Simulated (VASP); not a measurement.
# Al2Ni: single point with PBE

Crystal: Al2Ni.

```
Al Ni
1.0
     0.00000    3.52401    3.52401
     3.52401    0.00000    3.52401
     3.52401    3.52401    0.00000
Al Ni
4 2
Direct
  0.12500 0.12500 0.12500
  0.12500 0.12500 0.62500
  0.12500 0.62500 0.12500
  0.62500 0.12500 0.12500
  0.75000 0.75000 0.75000
  0.50000 0.50000 0.50000
```

The cell was built from a structure type or drawn by symmetry, and may not be a known phase.

```json
{
  "Program": "VASP 6.6.1",
  "Task": "single point",
  "Functional": "PBE",
  "Potentials or basis": "VASP PAW PBE potentials, release 64 (Al, Ni)",
  "Cutoff": "520 eV",
  "k mesh": "10 × 10 × 10",
  "Occupations": "gaussian, width 0.1 eV",
  "Spin": "no spin polarisation",
  "Dipole correction": "no",
  "Further INCAR settings": "ALGO = Fast; EDIFF = 1e-06; NBANDS = 25"
}
```

```
Pressure               : 0.2 GPa
Band gap on the k mesh : zero (bands 16 and 17 overlap by 0.17 eV)
```

Levels at points of the mesh, in eV from the Fermi level:
| k point | band 12 | band 13 | band 14 | band 15 | band 16 | band 17 | band 18 | band 19 | band 20 | band 21 |
| --- | --- | --- | --- | --- | --- | --- | --- | --- | --- | --- |
| (0.00, 0.00, 0.00) | -1.24 | -1.23 | -0.15 | -0.15 | -0.15 | -0.06 | -0.06 | -0.06 | 1.76 | 1.76 |
| (0.50, 0.00, 0.00) | -1.43 | -1.16 | -0.94 | -0.94 | -0.12 | -0.12 | 0.33 | 1.89 | 3.31 | 3.31 |
| (0.50, 0.50, 0.00) | -1.58 | -1.45 | -1.45 | -1.02 | -1.02 | 2.77 | 2.77 | 3.36 | 3.36 | 4.07 |

Wall time 68 s on 1 thread of Intel(R) Xeon(R) 6975P-C (Granite Rapids), with other jobs on the host, peak memory 0.28 GiB.

Spin polarisation is off, so any magnetic state and its effect on volume and gap are missing.
